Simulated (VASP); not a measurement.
Here is a VASP 6.6.1 calculation.

POSCAR

```
GaCo
1.0
    2.9344457029      0.0000000000      0.0000000000
    0.0000000000      2.9344457029      0.0000000000
    0.0000000000      0.0000000000      2.9344457029
Ga Co
1 1
Direct
    0.5000000000      0.5000000000      0.5000000000
    0.0000000000      0.0000000000      0.0000000000
```

Contents of INCAR.step1:

```
PREC = Accurate
ENCUT = 660
ISMEAR = -5
SIGMA = 0.1
LREAL = F
LASPH = T
NELM = 200
ISPIN = 2
MAGMOM = 0 2
LMAXMIX = 4
LDAU = T
LDAUTYPE = 2
LDAUL = -1 2
LDAUU = 0 6.2
LDAUJ = 0 0
NBANDS = 26
GGA = PE
ALGO = Normal
EDIFF = 1E-5
LWAVE = T
LCHARG = F
GGA_COMPAT = F
```

The input INCAR.step2:

```
PREC = Accurate
ENCUT = 660
EDIFF = 1E-6
ISMEAR = -5
SIGMA = 0.1
LREAL = F
LASPH = T
NELM = 200
ALGO = Normal
ISIF = 2
LWAVE = F
LCHARG = T
ISPIN = 2
MAGMOM = 0 2
LORBIT = 11
LMAXMIX = 4
LDAU = T
LDAUTYPE = 2
LDAUL = -1 2
LDAUU = 0 6.2
LDAUJ = 0 0
LDAUPRINT = 1
METAGGA = R2SCAN
LMIXTAU = T
LELF = T
LVHAR = T
NBANDS = 26
ISTART = 1
GGA_COMPAT = F
```

KPOINTS

```
regular mesh
0
Gamma
  9 9 9
```

Potentials or basis: VASP PAW PBE potentials, release 64 (Ga_d, Co_sv).

Run with:

```sh
$ cat potpaw_PBE.64/Ga_d/POTCAR potpaw_PBE.64/Co_sv/POTCAR > POTCAR
$ cp INCAR.step1 INCAR
$ mpirun -np 1 vasp_std > vasp.out
$ cp INCAR.step2 INCAR
$ mpirun -np 1 vasp_std > vasp.out
```

What does it give for the net moment?

1.92 μB per cell.

Predict the pressure.

14.7 GPa.

What does it give for the site moments?

Ga -0.03; Co +1.90 μB.

Eigenvalues of the final occupation matrices:
| site | spin | trace | eigenvalues |
| --- | --- | --- | --- |
| site 2 d | 1 | 4.43 | 0.87 0.87 0.87 0.92 0.92 |
| site 2 d | 2 | 2.54 | 0.03 0.03 0.82 0.82 0.82 |

Caveat: the cell stands under pressure; the PAW data sets were made with another functional, which shifts forces and pressure a little; the U is typed as a test and isn't derived for this compound; tetrahedron occupations give inexact forces and stress in metals. The state reached can hang on the start; a lower one may exist.
